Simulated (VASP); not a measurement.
BeS (m.eB), 4 atoms in the cell. The structure is cubic, space group F-43m (No. 216). The conventional cell has a = 4.876 Å, b = 4.876 Å, c = 4.876 Å, α = 90.00°, β = 90.00°, γ = 90.00°. Be (site symmetry -43m) has 4 S at 2.11 Å within 2.8 Å. Within 2.8 Å of S (site symmetry -43m) lie 4 Be at 2.11 Å. 

```yaml
Program: VASP 6.6.1
Task: single point
Functional: PBE
Potentials_or_basis: VASP PAW PBE potentials, release 64 (Be, S)
Cutoff: 600 eV
k_mesh: 8 × 6 × 8
Occupations: gaussian, width 0.02 eV
Spin: no spin polarisation
Dipole_correction: no
Further_INCAR_settings: ALGO = Normal; EDIFF = 1e-06; NBANDS = 16
```

Potentials or basis: VASP PAW PBE potentials, release 64 (Be, S).

Command:

```sh
$ cat potpaw_PBE.64/Be/POTCAR potpaw_PBE.64/S/POTCAR > POTCAR
$ mpirun -np 1 vasp_std > vasp.out
```

Hardware: 1 thread of AMD EPYC 7R13, with other jobs on the host.

Task: Estimate the wall time of this run.

Result: Run time: 60 s on 1 thread of AMD EPYC 7R13 (shared host), peak memory 0.18 GiB. Counts: scf iterations 12, k points 60.
